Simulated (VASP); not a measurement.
# Cu (C2/m) in VASP: further runs, part 2 of 2

VASP 6.6.1. Earlier steps stand in the parts before.

**3. Single point, PBEsol**

File INCAR:

```
PREC     = Accurate       # precision mode
ENCUT    = 520            # plane-wave cutoff, eV
EDIFF    = 1E-7           # SCF threshold, eV
ISMEAR   = 0              # smearing method
SIGMA    = 0.15           # smearing width, eV
LREAL    = False          # projectors in reciprocal space
LASPH    = True           # aspherical terms in the spheres
NELM     = 100            # most SCF steps
ALGO     = Fast           # electronic algorithm
ISIF     = 2              # what is computed and relaxed
LWAVE    = False          # write WAVECAR
LCHARG   = False          # write CHGCAR
GGA      = PS             # functional
NBANDS   = 42             # bands
```

File KPOINTS:

```
Automatic mesh
0
Gamma
  20 20 4
```

File POSCAR:

```
Cu
1.0
   -1.4427933200     -1.4427933200     -1.3760814500
   -1.4427933200     -1.4427933200      1.3760814500
   -9.8591838729      7.4543359671      0.0000000000
Cu
6
Direct
    0.4652819450      0.4652819450      0.0833166667
   -0.3819680550     -0.3819680550      0.9166500000
    0.3263819450      0.3263819450      0.4166500000
   -0.1041680550     -0.1041680550      0.2499833333
    0.1874819450      0.1874819450      0.7499833333
   -0.2430680550     -0.2430680550      0.5833166667
```

Potentials or basis: VASP PAW PBE potentials, release 64 (Cu).

Run with:

```
$ cat potpaw_PBE.64/Cu/POTCAR > POTCAR
$ mpirun -np 1 vasp_std > vasp.out
```

OUTCAR:

```text
PREC = Accurate
   ENCUT = 520
   EDIFF = 1E-7
   ISMEAR = 0
   LREAL = False
   LASPH = True
   NELM = 100
   ISIF = 2
   GGA = PS

 ion  position               nearest neighbor table
   1  0.465  0.465  0.083-   2 2.07   4 2.46   4 2.46
   2  0.618  0.618  0.917-   1 2.07   5 2.46   5 2.46
   3  0.326  0.326  0.417-   4 2.46   4 2.46   6 2.46   6 2.46
   4  0.896  0.896  0.250-   1 2.46   1 2.46   3 2.46   3 2.46
   5  0.187  0.187  0.750-   6 2.46   6 2.46   2 2.46   2 2.46
   6  0.757  0.757  0.583-   5 2.46   5 2.46   3 2.46   3 2.46

[... 1291 lines left out ...]
  -------------------------------------------------------------------------------------
  Total        1.4126516      4.1846757     -1.1742619     -2.9245908      0.0000000      0.0000000
  in kB       32.9216832     97.5233849    -27.3660373    -68.1572496      0.0000000      0.0000000
  external PRESSURE =      34.3596769 kB  Pullay stress =       0.0000000 kB

 VOLUME and BASIS-vectors are now :
 -----------------------------------------------------------------------------
  energy-cutoff  :      520.00
  volume of cell :       68.75
      direct lattice vectors                 reciprocal lattice vectors
    -1.442793320 -1.442793320 -1.376081450    -0.149207095 -0.197342888 -0.363350585
    -1.442793320 -1.442793320  1.376081450    -0.149207095 -0.197342888  0.363350585
    -9.859183873  7.454335967  0.000000000    -0.057758330  0.057758330  0.000000000

 POSITION                                       TOTAL-FORCE (eV/Angst)
 -----------------------------------------------------------------------------------
     -2.16405     -0.72154      0.00000        -1.460612      2.410905      0.000000
    -10.82081      5.04963      0.00000         1.460612     -2.410905      0.000000
     -5.04963      2.16405      0.00000         0.000201      0.000307      0.000000
     -5.04963     -0.72154      0.00000        -0.045788      0.042830      0.000000
     -7.93522      5.04963      0.00000         0.045788     -0.042830      0.000000
     -7.93522      2.16405      0.00000        -0.000201     -0.000307      0.000000
 -----------------------------------------------------------------------------------
    total drift:                               -0.000003      0.000002     -0.000000

  FREE ENERGIE OF THE ION-ELECTRON SYSTEM (eV)
  ---------------------------------------------------
  free  energy   TOTEN  =       -24.9812611506 eV

  energy  without entropy=      -24.9582891323  energy(sigma->0) =      -24.96977514
```

OSZICAR:

```text
N       E                     dE             d eps       ncg     rms          rms(c)
DAV:   1     0.575073634088E+03    0.57507E+03   -0.28380E+04 36472   0.285E+03
DAV:   2     0.413849181474E+02   -0.53369E+03   -0.51510E+03 36288   0.469E+02
DAV:   3    -0.289797316629E+02   -0.70365E+02   -0.64865E+02 36930   0.221E+02
DAV:   4    -0.312789564951E+02   -0.22992E+01   -0.22833E+01 42210   0.567E+01
DAV:   5    -0.313138646064E+02   -0.34908E-01   -0.34895E-01 43438   0.715E+00    0.201E+01
RMM:   6    -0.269415958838E+02    0.43723E+01   -0.56241E+01 39066   0.979E+01    0.102E+01
RMM:   7    -0.250092419284E+02    0.19324E+01   -0.10932E+01 38560   0.465E+01    0.213E+00
RMM:   8    -0.250143613025E+02   -0.51194E-02   -0.50283E-01 41930   0.538E+00    0.137E+00
RMM:   9    -0.249793394615E+02    0.35022E-01   -0.17734E-01 41555   0.387E+00    0.304E-01
RMM:  10    -0.249806378247E+02   -0.12984E-02   -0.49486E-02 43013   0.207E+00    0.108E-01
RMM:  11    -0.249812119350E+02   -0.57411E-03   -0.12219E-02 43145   0.854E-01    0.103E-01
RMM:  12    -0.249812604341E+02   -0.48499E-04   -0.23738E-03 44307   0.441E-01    0.836E-02
RMM:  13    -0.249812642004E+02   -0.37664E-05   -0.84693E-04 49026   0.185E-01    0.350E-02
RMM:  14    -0.249812549593E+02    0.92411E-05   -0.22783E-04 41814   0.146E-01    0.101E-02
RMM:  15    -0.249812609606E+02   -0.60012E-05   -0.72224E-05 49919   0.604E-02    0.393E-03
RMM:  16    -0.249812615123E+02   -0.55174E-06   -0.60409E-06 47661   0.144E-02    0.433E-03
RMM:  17    -0.249812611256E+02    0.38672E-06   -0.14792E-06 39991   0.150E-02    0.559E-04
RMM:  18    -0.249812611506E+02   -0.24982E-07   -0.22194E-07 25815   0.379E-03
   1 F= -.24981261E+02 E0= -.24969775E+02  d E =-.229720E-01
```

It took 13 min on 1 thread of Oxide Virtual Turin-like, shared host; peak memory 0.8 GiB.

What came out:

- Free energy: -24.9813 eV
- Pressure: 3.4 GPa
- Largest force: 2.819 eV/Å
- Band gap on the k mesh: zero (bands 33 and 34 overlap by 5.74 eV)

Forces in eV/Å, atoms in the order of the input:
```
Cu  -1.461  2.411  0.000
Cu   1.461 -2.411  0.000
Cu   0.000  0.000  0.000
Cu  -0.046  0.043  0.000
Cu   0.046 -0.043  0.000
Cu   0.000  0.000  0.000
```

Levels at points of the mesh, in eV from the Fermi level:
| k point | band 29 | band 30 | band 31 | band 32 | band 33 | band 34 | band 35 | band 36 | band 37 | band 38 |
| --- | --- | --- | --- | --- | --- | --- | --- | --- | --- | --- |
| (0.00, 0.00, 0.00) | -2.07 | -2.06 | -2.04 | -2.03 | -1.75 | -1.52 | -1.51 | -0.91 | 4.25 | 9.20 |
| (0.50, 0.00, 0.00) | -1.53 | -1.51 | -0.65 | -0.17 | 0.02 | 0.27 | 0.36 | 1.84 | 3.06 | 5.12 |
| (0.50, 0.50, 0.00) | -1.38 | -1.37 | -0.10 | 0.03 | 2.79 | 3.06 | 4.23 | 4.31 | 4.97 | 4.97 |
| (0.00, 0.00, 0.50) | -2.04 | -2.03 | -1.91 | -1.86 | -1.86 | -1.78 | -1.72 | -1.38 | 5.85 | 5.94 |
| (0.50, 0.00, 0.50) | -1.48 | -1.43 | -0.75 | -0.23 | 0.06 | 0.29 | 0.35 | 1.84 | 3.03 | 5.05 |
| (0.50, 0.50, 0.50) | -1.38 | -1.38 | -0.80 | 1.27 | 1.41 | 4.02 | 4.27 | 4.47 | 4.89 | 4.94 |

Caveat: the cell stands under pressure; the PAW data sets were made with another functional, which shifts forces and pressure a little.

**4. Single point, PBEsol**

File INCAR:

```
PREC = Accurate
ENCUT = 520
EDIFF = 1E-6
ISMEAR = 0
SIGMA = 0.15
LREAL = F
LASPH = T
NELM = 60
ALGO = Fast
ISIF = 2
LWAVE = F
LCHARG = T
GGA = PS
LELF = T
LVHAR = T
NBANDS = 42
```

File KPOINTS:

```
regular mesh
0
Gamma
  20 20 4
```

File POSCAR:

```
Cu
1.0
   -1.4427933200     -1.4427933200     -1.3760814500
   -1.4427933200     -1.4427933200      1.3760814500
   -9.1377872129      8.1757326271      0.0000000000
Cu
6
Direct
    0.4861111117      0.4861111117      0.0833166667
   -0.1528055550     -0.1528055550      0.9166500000
    0.4305444450      0.4305444450      0.4166500000
   -0.0416722217     -0.0416722217      0.2499833333
    0.3749777783      0.3749777783      0.7499833333
   -0.0972388883     -0.0972388883      0.5833166667
```

Run with:

```
$ cat potpaw_PBE.64/Cu/POTCAR > POTCAR
$ mpirun -np 1 vasp_std > vasp.out
```

It took 26 min on 1 thread of Oxide Virtual Turin-like, shared host; peak memory 0.8 GiB.

The run converged. Its results:

| Quantity | Value |
| --- | --- |
| Free energy | -25.6196 eV |
| Pressure | -0.4 GPa |
| Largest force | 0.186 eV/Å |
| Band gap on the k mesh | zero (bands 33 and 34 overlap by 5.55 eV) |

Forces on the atoms (eV/Å):
```
Cu   0.090  0.163  0.000
Cu  -0.090 -0.163  0.000
Cu   0.000 -0.001  0.000
Cu  -0.015 -0.002  0.000
Cu   0.015  0.002  0.000
Cu   0.000  0.001  0.000
```

Stress tensor (GPa, compression positive):
```
-0.46  0.39  0.00
 0.39  0.97  0.00
 0.00  0.00 -1.56
```

Levels at points of the mesh, in eV from the Fermi level:
```csv
k point,band 31,band 32,band 33,band 34,band 35,band 36
"(0.00, 0.00, 0.00)",-2.04,-1.96,-1.82,-1.79,-1.44,-0.93
"(0.50, 0.00, 0.00)",-0.39,-0.11,-0.07,0.18,0.37,0.72
"(0.50, 0.50, 0.00)",-0.64,0.95,1.54,3.53,4.24,4.46
"(0.00, 0.00, 0.50)",-2.04,-1.94,-1.90,-1.82,-1.62,-1.50
"(0.50, 0.00, 0.50)",-0.74,-0.37,0.14,0.31,0.32,0.71
"(0.50, 0.50, 0.50)",-0.23,0.23,2.25,3.11,4.23,4.38
```

Caveat: the PAW data sets were made with another functional, which shifts forces and pressure a little.

**5. Single point, PBEsol**

File INCAR:

```
  PREC = Accurate
  ENCUT = 520
  EDIFF = 1E-6
  ISMEAR = 0
  SIGMA = 0.15
  LREAL = F
  LASPH = T
  NELM = 60
  ALGO = Fast
  ISIF = 2
  LWAVE = F
  LCHARG = F
  GGA = PS
  NBANDS = 42
```

File KPOINTS:

```
Automatic mesh
0
Gamma
  20 20 4
```

File POSCAR:

```
Cu
1.0
   -1.4427933200     -1.4427933200     -1.3760814500
   -1.4427933200     -1.4427933200      1.3760814500
   -8.8971292871      8.4163905529      0.0000000000
Cu
6
Direct
    0.4930597217      0.4930597217      0.0833166667
   -0.0763569450     -0.0763569450      0.9166500000
    0.4652930550      0.4652930550      0.4166500000
   -0.0208236117     -0.0208236117      0.2499833333
    0.4375263883      0.4375263883      0.7499833333
   -0.0485902783     -0.0485902783      0.5833166667
```

Run with:

```
$ cat potpaw_PBE.64/Cu/POTCAR > POTCAR
$ mpirun -np 1 vasp_std > vasp.out
```

Wall time 21 min (1 thread of Oxide Virtual Turin-like, shared host); peak memory 0.8 GiB.

It converged, with:

```yaml
Free_energy: -25.6380 eV
Pressure: -0.5 GPa
Largest_force: 0.027 eV/Å
Band_gap_on_the_k_mesh: zero (bands 33 and 34 overlap by 5.87 eV)
```

Forces in eV/Å, atoms in the order of the input:
```
Cu   0.011 -0.024  0.000
Cu  -0.011  0.024  0.000
Cu   0.001  0.000  0.000
Cu  -0.008 -0.005  0.000
Cu   0.008  0.005  0.000
Cu  -0.001  0.000  0.000
```

Stress tensor (GPa, compression positive):
```
-0.24  0.15  0.00
 0.15 -0.50  0.00
 0.00  0.00 -0.89
```

Levels at points of the mesh, in eV from the Fermi level:
```tsv
k point	band 29	band 30	band 31	band 32	band 33	band 34	band 35	band 36	band 37	band 38
(0.00, 0.00, 0.00)	-2.06	-2.06	-2.04	-1.96	-1.89	-1.85	-1.40	-0.94	4.16	9.18
(0.50, 0.00, 0.00)	-1.69	-1.68	-0.25	-0.11	-0.09	0.06	0.40	0.52	4.90	5.21
(0.50, 0.50, 0.00)	-1.43	-1.40	-0.85	1.24	1.39	3.97	4.27	4.46	4.87	4.93
(0.00, 0.00, 0.50)	-2.07	-2.05	-2.04	-1.97	-1.91	-1.91	-1.55	-1.52	5.83	5.83
(0.50, 0.00, 0.50)	-1.38	-1.37	-0.67	-0.46	0.21	0.31	0.32	0.47	4.51	4.81
(0.50, 0.50, 0.50)	-1.41	-1.40	-0.13	-0.01	2.75	3.04	4.23	4.29	4.94	4.96
```

Caveat: the PAW data sets were made with another functional, which shifts forces and pressure a little.

**6. Overview**

| cell | further INCAR settings | gap on the mesh (eV) | pressure (GPa) | largest force (eV/Å) |
| --- | --- | --- | --- | --- |
| a = 2.461, b = 2.461, c = 12.285 Å, angles 86.1, 86.1, 68.0°, 6 atoms | ALGO = Fast; EDIFF = 1e-06; NBANDS = 42 | none | 0.5 | 0.77 |
| a = 2.461, b = 2.461, c = 12.360 Å, angles 83.5, 83.5, 68.0°, 6 atoms | ALGO = Fast; EDIFF = 1e-07; NBANDS = 42 | none | 3.4 | 2.82 |
| a = 2.461, b = 2.461, c = 12.261 Å, angles 87.4, 87.4, 68.0°, 6 atoms | ALGO = Fast; EDIFF = 1e-06; NBANDS = 42 | none | -0.4 | 0.19 |
| a = 2.461, b = 2.461, c = 12.247 Å, angles 88.7, 88.7, 68.0°, 6 atoms | ALGO = Fast; EDIFF = 1e-06; NBANDS = 42 | none | -0.5 | 0.03 |

Alike in all rows: task single point; level PBEsol; potentials or basis VASP PAW PBE potentials, release 64 (Cu); no spin polarisation; k mesh 20 × 20 × 4; cutoff (eV) 520; smearing gaussian 0.15 eV.

Caveats: the PAW data sets were made with another functional, which shifts forces and pressure a little; the cell stands under pressure (at least some runs).

Absolute energies hang on the potentials; compare differences alone.
